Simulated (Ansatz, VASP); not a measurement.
**One calculation of In3SbAs2, two programs**

```
CELL_PARAMETERS angstrom
-2.19138 6.57352 3.09440
2.19138 -6.57352 3.09440
2.19138 6.57352 -3.09440
ATOMIC_POSITIONS crystal
As 0.33245 0.00072 0.33173
As 0.66899 0.00072 0.66827
In 0.56452 0.73927 0.82525
In 0.91402 0.73927 0.17475
In 0.27207 0.77207 0.50000
Sb 0.99795 0.99795 0.00000
```

Alike in both runs: task single point; functional r2SCAN; k mesh 6 × 6 × 6; occupations fermi-dirac, width 0.02 eV; no spin polarisation.

|  | VASP | Ansatz |
| --- | --- | --- |
| version | VASP 6.6.1 | Ansatz 0.2.0 |
| potentials or method | VASP PAW PBE potentials, release 64 (As, In_d, Sb) | plane waves, PAW |
| plane-wave cutoff (eV) | 520 | 500 |
| valence electrons in the cell | 54 | 84 |

```tsv
	VASP	Ansatz	Ansatz less VASP
pressure (GPa)	1.7	1.7	0.00
rms of the force components (eV/Å)	0.009	0.009	+0.0001
```

VASP's potentials were made for PBE, not for r2SCAN. VASP's potentials hold 54 valence electrons a cell and Ansatz's 84, so a difference there can come from the potentials and not from the codes.

Neither program's run includes spin-orbit coupling.
